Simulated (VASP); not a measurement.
# NaI (zincblende type) (F-43m) in VASP: a series of runs

NaI (zincblende type) is run at these levels: PBE; tasks: single point.

Everything below comes from runs of VASP 6.6.1. Logs are shortened: lines on timing, memory, paths and dates and some standing lists are left out, and cuts for length are marked.

**1. The cell of the first run**

The structure is cubic, space group F-43m (No. 216). The conventional cell has a = 7.163 Å, b = 7.163 Å, c = 7.163 Å, α = 90.00°, β = 90.00°, γ = 90.00°. Within 4.1 Å of Na (site symmetry -43m) lie 4 I at 3.10 Å. Within 4.1 Å of I (site symmetry -43m) lie 4 Na at 3.10 Å.

**2. Single point, PBE**

INCAR reads:

```
SYSTEM = NaI
ALGO = Normal
EDIFF = 1E-6
ENCUT = 520
GGA = PE
ISIF = 2
ISMEAR = -1
LASPH = .TRUE.
LCHARG = .FALSE.
LREAL = .FALSE.
LWAVE = .FALSE.
NBANDS = 14
NELM = 100
PREC = Accurate
SIGMA = 0.05
```

KPOINTS reads:

```
k-points
0
G
  10 10 10
  0 0 0
```

POSCAR reads:

```
NaI
1.0
    0.0000000000      3.5813786082      3.5813786082
    3.5813786082      0.0000000000      3.5813786082
    3.5813786082      3.5813786082      0.0000000000
Na I
1 1
Direct
    0.0000000000      0.0000000000      0.0000000000
    0.2500000000      0.2500000000      0.2500000000
```

Potentials or basis: VASP PAW PBE potentials, release 64 (Na_pv, I).

Started as:

```bash
cat potpaw_PBE.64/Na_pv/POTCAR potpaw_PBE.64/I/POTCAR > POTCAR
mpirun -np 1 vasp_std > vasp.out
```

OUTCAR:

```text
SYSTEM = NaI
   EDIFF = 1E-6
   ENCUT = 520
   GGA = PE
   ISIF = 2
   ISMEAR = -1
   LASPH = .TRUE.
   LREAL = .FALSE.
   NELM = 100
   PREC = Accurate

 ion  position               nearest neighbor table
   1  0.000  0.000  0.000-   2 3.10   2 3.10   2 3.10   2 3.10
   2  0.250  0.250  0.250-   1 3.10   1 3.10   1 3.10   1 3.10

  LATTYP: Found a face centered cubic cell.
 ALAT       =     7.1627572164

  Lattice vectors:

 A1 = (   0.0000000000,   3.5813786082,   3.5813786082)
 A2 = (   3.5813786082,   0.0000000000,   3.5813786082)
 A3 = (   3.5813786082,   3.5813786082,   0.0000000000)

Analysis of symmetry for initial positions (statically):
=====================================================================
 Subroutine PRICEL returns:
 Original cell was already a primitive cell.

 Routine SETGRP: Setting up the symmetry group for a
 face centered cubic supercell.

 Subroutine GETGRP returns: Found 24 space group operations
 (whereof 24 operations were pure point group operations)
 out of a pool of 48 trial point group operations.

The static configuration has the point symmetry T_d .

Analysis of symmetry for dynamics (positions and initial velocities):
=====================================================================
 Subroutine PRICEL returns:
 Original cell was already a primitive cell.

 Routine SETGRP: Setting up the symmetry group for a
 face centered cubic supercell.

 Subroutine GETGRP returns: Found 24 space group operations
 (whereof 24 operations were pure point group operations)
 out of a pool of 48 trial point group operations.

The dynamic configuration has the point symmetry T_d .

 Subroutine INISYM returns: Found 24 space group operations
 (whereof 24 operations are pure point group operations),
 and found     1 'primitive' translations

----------------------------------------------------------------------------------------

                                     Primitive cell

  volume of cell :      91.8715

  direct lattice vectors                    reciprocal lattice vectors
     0.000000000  3.581378608  3.581378608    -0.139611042  0.139611042  0.139611042
     3.581378608  0.000000000  3.581378608     0.139611042 -0.139611042  0.139611042
     3.581378608  3.581378608  0.000000000     0.139611042  0.139611042 -0.139611042

  length of vectors
     5.064834200  5.064834200  5.064834200     0.241813418  0.241813418  0.241813418

  position of ions in fractional coordinates (direct lattice)
     0.000000000  0.000000000  0.000000000
     0.250000000  0.250000000  0.250000000

  ion indices of the primitive-cell ions
   primitive index   ion index
                 1           1
                 2           2

----------------------------------------------------------------------------------------

 KPOINTS: k-points

Automatic generation of k-mesh.
 Grid dimensions read from file:
 generate k-points for:   10   10   10

 Generating k-lattice:

  Cartesian coordinates                     Fractional coordinates (reciprocal lattice)
    -0.013961104  0.013961104  0.013961104     0.100000000  0.000000000  0.000000000
     0.013961104 -0.013961104  0.013961104     0.000000000  0.100000000  0.000000000
     0.013961104  0.013961104 -0.013961104     0.000000000  0.000000000  0.100000000

  Length of vectors
     0.024181342  0.024181342  0.024181342

  Shift w.r.t. Gamma in fractional coordinates (k-lattice)
     0.000000000  0.000000000  0.000000000

 Subroutine IBZKPT returns following result:
 ===========================================

 Found     47 irreducible k-points:

 Following reciprocal coordinates:
            Coordinates               Weight
  0.000000  0.000000  0.000000      1.000000
  0.100000  0.000000  0.000000      8.000000
  0.200000  0.000000  0.000000      8.000000
  0.300000  0.000000  0.000000      8.000000
  0.400000  0.000000  0.000000      8.000000
  0.500000  0.000000  0.000000      4.000000
[... 16 lines left out ...]
  0.300000  0.300000  0.000000      6.000000
  0.400000  0.300000  0.000000     24.000000
 [... further k-points ...]
   k-points           NKPTS =     47   k-points in BZ     NKDIM =     47   number of bands    NBANDS=     14
   number of dos      NEDOS =    301   number of ions     NIONS =      2
   total plane-waves  NPLWV =  64000
   dimension x,y,z NGX =    40 NGY =   40 NGZ =   40
   dimension x,y,z NGXF=    80 NGYF=   80 NGZF=   80
   ions per type =               1   1
   NGX,Y,Z   is equivalent  to a cutoff of  13.13, 13.13, 13.13 a.u.
   NGXF,Y,Z  is equivalent  to a cutoff of  26.26, 26.26, 26.26 a.u.
 SYSTEM =  NaI
   PREC   = accura    normal or accurate (medium, high low for compatibility)
   ISTART =      0    job   : 0-new  1-cont  2-samecut
   ICHARG =      2    charge: 1-file 2-atom 10-const
   ISPIN  =      1    spin polarized calculation?
   LNONCOLLINEAR =      F non collinear calculations
   LSORBIT =      F    spin-orbit coupling
   LASPH  =      T    aspherical Exc in radial PAW
   ENCUT  =  520.0 eV  38.22 Ry    6.18 a.u.   9.42  9.42  9.42*2*pi/ulx,y,z
   NELM   =    100;   NELMIN=  2; NELMDL= -5     # of ELM steps
   EDIFF  = 0.1E-05   stopping-criterion for ELM
   LREAL  =      F    real-space projection
   EDIFFG = 0.1E-04   stopping-criterion for IOM
   NSW    =      0    number of steps for IOM
   IBRION =     -1    ionic relax: 0-MD 1-quasi-New 2-CG
   NFREE  =      0    steps in history (QN), initial steepest desc. (CG)
   ISIF   =      2    stress and relaxation
   ISYM   =      2    0-nonsym 1-usesym 2-fastsym
   POTIM  = 0.5000    time-step for ionic-motion
   TEBEG  =    0.0;   TEEND  =   0.0 temperature during run
   PSTRESS=    0.0 pullay stress
   NELECT =      14.0000    total number of electrons
   NUPDOWN=      -1.0000    fix difference up-down
   EMIN   =  10.00;   EMAX   =-10.00  energy-range for DOS
   EFERMI =   0.00;   METHOD = LEGACY
   ISMEAR =    -1;   SIGMA  =   0.05  broadening in eV -4-tet -1-fermi 0-gaus
   EFERMI_NEDOS =   21; number of points for ismear=-14 and -15
   IALGO  =     38    algorithm
   IMIX   =      4    mixing-type and parameters
     AMIX     =   0.40;   BMIX     =  1.00
     AMIX_MAG =   1.60;   BMIX_MAG =  1.00
  volume/ion in A,a.u.               =      45.94       309.99
  Fermi-wavevector in a.u.,A,eV,Ry     =   0.874428  1.652429 10.403340  0.764624
  Thomas-Fermi vector in A             =   1.993957
   LORBIT       =      0    0 simple, 1 ext, 2 COOP (PROOUT), +10 PAW based schemes
   GGA     = PE    functional components
   LHFCALC =     F    Hartree Fock is set to
   AEXX    =    0.0000 exact exchange contribution
   IVDW    =     0    specifies the selected vdW correction
   LEPSILON=     F    determine dielectric tensor
   LRPA    =     F    only Hartree local field effects (RPA)
 non-spin polarized calculation
  energy-cutoff  :      520.00
  volume of cell :       91.87
 maximum number of plane-waves:      2501
 NGX is ok and might be reduce to    40
   NGX = 19   NGY = 19   NGZ = 19

 number of electron      13.9999995 magnetization

 Free energy of the ion-electron system (eV)
  ---------------------------------------------------
  ext. energy  EPLUGINS =         0.00000000
  ---------------------------------------------------
  free energy    TOTEN  =        -5.29382795 eV

  energy without entropy =       -5.29382795  energy(sigma->0) =       -5.29382795

 E-fermi :  -0.1593     XC(G=0):  -6.3476

 val. band max:       -1.2592584426   @ k =   0.0000   0.0000   0.0000
 cond. band min:       2.5092631617   @ k =   0.0000   0.0000   0.0000
 fundamental gap:      3.7685216043
 Fermi energy:        -0.1592536658

 k-point     1 :       0.0000    0.0000    0.0000
  band No.  band energies     occupation
      1     -23.4087      2.00000
      2     -23.4087      2.00000
      3     -23.4087      2.00000
      4     -11.6515      2.00000
      5      -1.2593      2.00000
      6      -1.2593      2.00000
      7      -1.2593      2.00000
      8       2.5093      0.00000
      9       6.5853      0.00000
     10       6.5853      0.00000
     11       6.5853      0.00000
     12       8.3482      0.00000
     13       8.3482      0.00000
     14       9.5743      0.00000

 k-point     2 :       0.1000    0.0000    0.0000
  band No.  band energies     occupation
      1     -23.4090      2.00000
      2     -23.4088      2.00000
      3     -23.4088      2.00000
      4     -11.6407      2.00000
      5      -1.4084      2.00000
      6      -1.2719      2.00000
      7      -1.2719      2.00000
      8       2.7346      0.00000
      9       6.4160      0.00000
     10       6.6570      0.00000
     11       6.6570      0.00000
     12       8.1248      0.00000
     13       8.1248      0.00000
     14       9.7214      0.00000

 k-point     3 :       0.2000    0.0000    0.0000
  band No.  band energies     occupation
      1     -23.4095      2.00000
      2     -23.4088      2.00000
      3     -23.4088      2.00000
      4     -11.6121      2.00000
      5      -1.7437      2.00000
      6      -1.3043      2.00000
      7      -1.3043      2.00000
      8       3.2590      0.00000
      9       6.1380      0.00000
     10       6.7410      0.00000
     11       6.7410      0.00000
     12       7.9542      0.00000
     13       7.9542      0.00000
     14       9.2550      0.00000

 k-point     4 :       0.3000    0.0000    0.0000
  band No.  band energies     occupation
      1     -23.4101      2.00000
      2     -23.4089      2.00000
      3     -23.4089      2.00000
      4     -11.5762      2.00000
      5      -2.0880      2.00000
      6      -1.3433      2.00000
      7      -1.3433      2.00000
      8       3.7723      0.00000
      9       6.0562      0.00000
     10       6.6139      0.00000
     11       6.6139      0.00000
     12       8.3241      0.00000
     13       8.3241      0.00000
     14       8.9092      0.00000

 k-point     5 :       0.4000    0.0000    0.0000
  band No.  band energies     occupation
      1     -23.4107      2.00000
      2     -23.4090      2.00000
      3     -23.4090      2.00000
      4     -11.5466      2.00000
      5      -2.3304      2.00000
      6      -1.3740      2.00000
      7      -1.3740      2.00000
      8       4.0358      0.00000
      9       6.2253      0.00000
     10       6.4395      0.00000
     11       6.4395      0.00000
[... 276 lines left out ...]
 k-point    22 :      -0.2000    0.2000    0.0000
  band No.  band energies     occupation
      1     -23.4101      2.00000
      2     -23.4092      2.00000
      3     -23.4089      2.00000
      4     -11.5638      2.00000
      5      -2.0345      2.00000
      6      -1.5844      2.00000
      7      -1.3342      2.00000
      8       4.1644      0.00000
      9       5.8753      0.00000
     10       6.1216      0.00000
     11       6.9789      0.00000
     12       7.4463      0.00000
     13       9.3420      0.00000
     14      10.3723      0.00000

 k-point    23 :       0.3000    0.3000    0.0000
  band No.  band energies     occupation
      1     -23.4103      2.00000
      2     -23.4092      2.00000
      3     -23.4092      2.00000
      4     -11.5515      2.00000
      5      -2.0524      2.00000
      6      -1.5129      2.00000
      7      -1.5129      2.00000
      8       4.0659      0.00000
      9       5.2870      0.00000
     10       6.3836      0.00000
     11       7.7323      0.00000
     12       7.7323      0.00000
     13       9.2332      0.00000
     14      11.5537      0.00000

 k-point    24 :       0.4000    0.3000    0.0000
  band No.  band energies     occupation
      1     -23.4106      2.00000
      2     -23.4093      2.00000
      3     -23.4092      2.00000
      4     -11.5282      2.00000
      5      -2.1759      2.00000
      6      -1.5973      2.00000
      7      -1.5518      2.00000
      8       4.2078      0.00000
      9       5.2072      0.00000
     10       6.4369      0.00000
     11       7.8566      0.00000
     12       8.2517      0.00000
     13       9.7417      0.00000
     14      10.7853      0.00000

 [... further k-points ...]

------------------------ aborting loop because EDIFF is reached ----------------------------------------

  FORCE on cell =-STRESS in cart. coord.  units (eV):
  Direction    XX          YY          ZZ          XY          YZ          ZX
  --------------------------------------------------------------------------------------
  -------------------------------------------------------------------------------------
  Total        0.0063144      0.0063144      0.0063144      0.0000000      0.0000000      0.0000000
  in kB        0.1101193      0.1101193      0.1101193      0.0000000      0.0000000      0.0000000
  external PRESSURE =       0.1101193 kB  Pullay stress =       0.0000000 kB

 VOLUME and BASIS-vectors are now :
 -----------------------------------------------------------------------------
  energy-cutoff  :      520.00
  volume of cell :       91.87
      direct lattice vectors                 reciprocal lattice vectors
     0.000000000  3.581378608  3.581378608    -0.139611042  0.139611042  0.139611042
     3.581378608  0.000000000  3.581378608     0.139611042 -0.139611042  0.139611042
     3.581378608  3.581378608  0.000000000     0.139611042  0.139611042 -0.139611042

 POSITION                                       TOTAL-FORCE (eV/Angst)
 -----------------------------------------------------------------------------------
      0.00000      0.00000      0.00000         0.000000      0.000000      0.000000
      1.79069      1.79069      1.79069        -0.000000     -0.000000     -0.000000
 -----------------------------------------------------------------------------------
    total drift:                                0.000001      0.000001      0.000001

  FREE ENERGIE OF THE ION-ELECTRON SYSTEM (eV)
  ---------------------------------------------------
  free  energy   TOTEN  =        -5.2938279465 eV

  energy  without entropy=       -5.2938279464  energy(sigma->0) =       -5.29382795
```

Run time: 94 s. Hardware: 1 thread of Intel Xeon 8259CL, shared host; peak memory 0.26 GiB.

Results:

```yaml
Free_energy: -5.2938 eV
Pressure: 0.0 GPa
Band_gap_on_the_k_mesh: 3.77 eV
```

Levels at points of the mesh, in eV from the valence-band top:
```
           k point  band 3  band 4  band 5  band 6  band 7  band 8  band 9  band 10  band 11  band 12
(0.00, 0.00, 0.00)  -22.15  -10.39    0.00    0.00    0.00    3.77    7.84     7.84     7.84     9.61
(0.50, 0.00, 0.00)  -22.15  -10.28   -1.16   -0.13   -0.13    5.35    7.60     7.63     7.63    10.41
(0.50, 0.50, 0.00)  -22.15  -10.24   -1.07   -0.38   -0.38    5.20    6.16     8.84    10.28    10.28
```

Caveat: spin-orbit coupling is left out, which moves the levels of the heavy elements.

**3. Single point, PBE (46.85 Å³/atom)**

This run uses another cell than the first one, of 46.85 Å³/atom.

INCAR reads:

```
SYSTEM = NaI
PREC     = Accurate       ! precision mode
ENCUT    = 520            ! plane-wave cutoff, eV
EDIFF    = 1E-7           ! SCF threshold, eV
ISMEAR   = -1             ! smearing method
SIGMA    = 0.05           ! smearing width, eV
LREAL    = .FALSE.        ! projectors in reciprocal space
LASPH    = .TRUE.         ! aspherical terms in the spheres
NELM     = 80             ! most SCF steps
ALGO     = Normal         ! electronic algorithm
ISIF     = 2              ! what is computed and relaxed
LWAVE    = .FALSE.        ! write WAVECAR
LCHARG   = .FALSE.        ! write CHGCAR
GGA      = PE             ! functional
NBANDS   = 14             ! bands
```

KPOINTS reads:

```
regular mesh
0
G
  10 10 10
  0 0 0
```

POSCAR reads:

```
NaI
1.0
    0.0000000000      3.6050970386      3.6050970386
    3.6050970386      0.0000000000      3.6050970386
    3.6050970386      3.6050970386      0.0000000000
Na I
1 1
Direct
    0.0000000000      0.0000000000      0.0000000000
    0.2500000000      0.2500000000      0.2500000000
```

Potentials or basis: VASP PAW PBE potentials, release 64 (Na_pv, I).

Started as:

```bash
cat potpaw_PBE.64/Na_pv/POTCAR potpaw_PBE.64/I/POTCAR > POTCAR
mpirun -np 1 vasp_std > vasp.out
```

It took 1.7 min on 1 thread of Intel Xeon 8259CL, shared host; peak memory 0.26 GiB.

Results (log left out):

```
Free energy            : -5.2929 eV
Pressure               : -0.2 GPa
Band gap on the k mesh : 3.74 eV
```

Levels at points of the mesh, in eV from the valence-band top:
```csv
k point,band 5,band 6,band 7,band 8,band 9,band 10
"(0.00, 0.00, 0.00)",0.00,0.00,0.00,3.74,7.81,7.81
"(0.50, 0.00, 0.00)",-1.12,-0.12,-0.12,5.32,7.53,7.61
"(0.50, 0.50, 0.00)",-1.04,-0.36,-0.36,5.21,6.14,8.72
```

Caveat: spin-orbit coupling is left out, which moves the levels of the heavy elements.

**4. Single point, PBE (47.77 Å³/atom)**

This run uses another cell than the first one, of 47.77 Å³/atom.

INCAR reads:

```
PREC = Accurate ; ENCUT = 520
EDIFF = 1E-6 ; ISMEAR = -1
SIGMA = 0.05 ; LREAL = F
LASPH = T ; NELM = 80
ALGO = Normal ; ISIF = 2
LWAVE = F ; LCHARG = F
GGA = PE ; NBANDS = 14
```

KPOINTS reads:

```
Automatic mesh
0
Gamma
  10 10 10
```

POSCAR reads:

```
NaI
1.0
    0.0000000000      3.6285074156      3.6285074156
    3.6285074156      0.0000000000      3.6285074156
    3.6285074156      3.6285074156      0.0000000000
Na I
1 1
Direct
    0.0000000000      0.0000000000      0.0000000000
    0.2500000000      0.2500000000      0.2500000000
```

Started as:

```bash
cat potpaw_PBE.64/Na_pv/POTCAR potpaw_PBE.64/I/POTCAR > POTCAR
mpirun -np 1 vasp_std > vasp.out
```

Wall time 92 s (1 thread of Intel Xeon 8259CL, shared host); peak memory 0.26 GiB.

Results (log left out):

* Free energy: -5.2897 eV
* Pressure: -0.4 GPa
* Band gap on the k mesh: 3.70 eV

Levels at points of the mesh, in eV from the valence-band top:
```csv
k point,band 5,band 6,band 7,band 8,band 9,band 10
"(0.00, 0.00, 0.00)",0.00,0.00,0.00,3.70,7.78,7.78
"(0.50, 0.00, 0.00)",-1.08,-0.12,-0.12,5.28,7.46,7.59
"(0.50, 0.50, 0.00)",-1.01,-0.35,-0.35,5.21,6.11,8.61
```

Caveat: spin-orbit coupling is left out, which moves the levels of the heavy elements.

**5. Summary**

| cell | gap on the mesh (eV) | pressure (GPa) |
| --- | --- | --- |
| a = 5.065 Å, angles 60.0°, 2 atoms | 3.77 | 0.0 |
| a = 5.098 Å, angles 60.0°, 2 atoms | 3.74 | -0.2 |
| a = 5.131 Å, angles 60.0°, 2 atoms | 3.70 | -0.4 |

Alike in all rows: task single point; level PBE; potentials or basis VASP PAW PBE potentials, release 64 (Na_pv, I); no spin polarisation; k mesh 10 × 10 × 10; cutoff (eV) 520; smearing fermi-dirac 0.05 eV.

Caveats: spin-orbit coupling is left out, which moves the levels of the heavy elements.

Absolute energies hang on the potentials; compare differences alone.
